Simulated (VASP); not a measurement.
Input of a VASP 6.6.1 run:

Contents of INCAR:

```
PREC     = Accurate       # precision mode
ENCUT    = 600            # plane-wave cutoff, eV
EDIFF    = 1E-6           # SCF threshold, eV
ISMEAR   = 0              # smearing method
SIGMA    = 0.02           # smearing width, eV
LREAL    = False          # projectors in reciprocal space
LASPH    = True           # aspherical terms in the spheres
NELM     = 60             # most SCF steps
ALGO     = Normal         # electronic algorithm
ISIF     = 3              # what is computed and relaxed
LWAVE    = False          # write WAVECAR
LCHARG   = False          # write CHGCAR
GGA      = PE             # functional
IBRION   = 2              # ionic algorithm
NSW      = 100            # ionic steps
EDIFFG   = -0.01          # ionic threshold
```

Contents of KPOINTS:

```
Automatic mesh
0
Gamma
  4 4 6
```

Contents of POSCAR:

```
YGaF4
1.0
    3.9532672788     -4.1365298455      0.0000000000
    3.9532672788      4.1365298455      0.0000000000
    0.0000000000      0.0000000000      3.5994619134
Y Ga F
1 1 4
Direct
    0.5000000000      0.5000000000      0.5000000000
    0.0000000000      0.0000000000      0.0000000000
    0.6619691754      0.3380308246      0.0000000000
    0.3380308246      0.6619691754      0.0000000000
    0.7710123570      0.7710123570      0.5000000000
    0.2289876430      0.2289876430      0.5000000000
```

Potentials or basis: VASP PAW PBE potentials, release 64 (Y_sv, Ga_d, F).

Command:

```console
$ cat potpaw_PBE.64/Y_sv/POTCAR potpaw_PBE.64/Ga_d/POTCAR potpaw_PBE.64/F/POTCAR > POTCAR
$ mpirun -np 1 vasp_std > vasp.out
```

**Question.** Estimate the space group after relaxing (to 0.1 Å).

**Answer.** Cmmm (No. 65).

**Question.** Predict the relaxed cell.

**Answer.** a = 5.713 Å, b = 5.713 Å, c = 3.591 Å, α = 90.00°, β = 90.00°, γ = 92.76°.

**Question.** What does it give for the band gap on the k mesh?

**Answer.** 3.80 eV (least direct gap 3.84 eV).

**Question.** Predict the relaxed volume.

**Answer.** 19.51 Å³/atom.

Final structure:
```xyz
6
Lattice="3.9410 -4.1356 0.0000 3.9410 4.1356 0.0000 0.0000 0.0000 3.5912" Properties=species:S:1:pos:R:3 pbc="T T T"
Y     3.9410    0.0000    1.7956
Ga    0.0000    0.0000    0.0000
F     3.9410   -1.3411    0.0000
F     3.9410    1.3411    0.0000
F     6.0846    0.0000    1.7956
F     1.7974    0.0000    1.7956
```

A k mesh can miss the band edges.
